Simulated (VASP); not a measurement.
A run of VASP 6.6.1 is set up as follows.

POSCAR

```
AlN
1.0
    3.0756287066      0.0000000000      0.0000000000
   -1.5378143533      2.6635725925      0.0000000000
    0.0000000000      0.0000000000      5.0083890590
Al N
2 2
Direct
    0.3333333333      0.6666666667     -0.0008019551
    0.6666666667      0.3333333333      0.4991980449
    0.3333333333      0.6666666667      0.3808019551
    0.6666666667      0.3333333333      0.8808019551
```

The input INCAR.step1:

```
  ALGO = Normal
  EDIFF = 1E-4
  ENCUT = 520
  GGA = PE
  ISMEAR = 0
  LASPH = T
  LCHARG = F
  LREAL = F
  LWAVE = T
  NBANDS = 16
  NELM = 100
  PREC = Accurate
  SIGMA = 0.01
```

Contents of INCAR.step2:

```
  ALGO = Normal
  EDIFF = 1E-6
  ENCUT = 520
  ISIF = 2
  ISMEAR = 0
  ISTART = 1
  LASPH = T
  LCHARG = F
  LMIXTAU = T
  LREAL = F
  LWAVE = F
  METAGGA = R2SCAN
  NBANDS = 16
  NELM = 100
  PREC = Accurate
  SIGMA = 0.01
```

File KPOINTS:

```
k-points
0
Gamma
  8 8 4
```

Potentials or basis: VASP PAW PBE potentials, release 64 (Al, N).

Command:

```sh
$ cat potpaw_PBE.64/Al/POTCAR potpaw_PBE.64/N/POTCAR > POTCAR
$ cp INCAR.step1 INCAR
$ mpirun -np 1 vasp_std > vasp.out
$ cp INCAR.step2 INCAR
$ mpirun -np 1 vasp_std > vasp.out
```

**Question.** Predict the band gap on the k mesh.

**Answer.** 5.09 eV, direct.

**Question.** Predict the pressure.

**Answer.** 2.9 GPa.

Stress tensor (GPa, compression positive):
```
 5.32  0.00  0.00
 0.00  5.32  0.00
 0.00  0.00 -1.89
```

Caveat: the cell differs from its parent crystal (in-plane strain -0.01); the PAW data sets were made with another functional, which shifts forces and pressure a little.
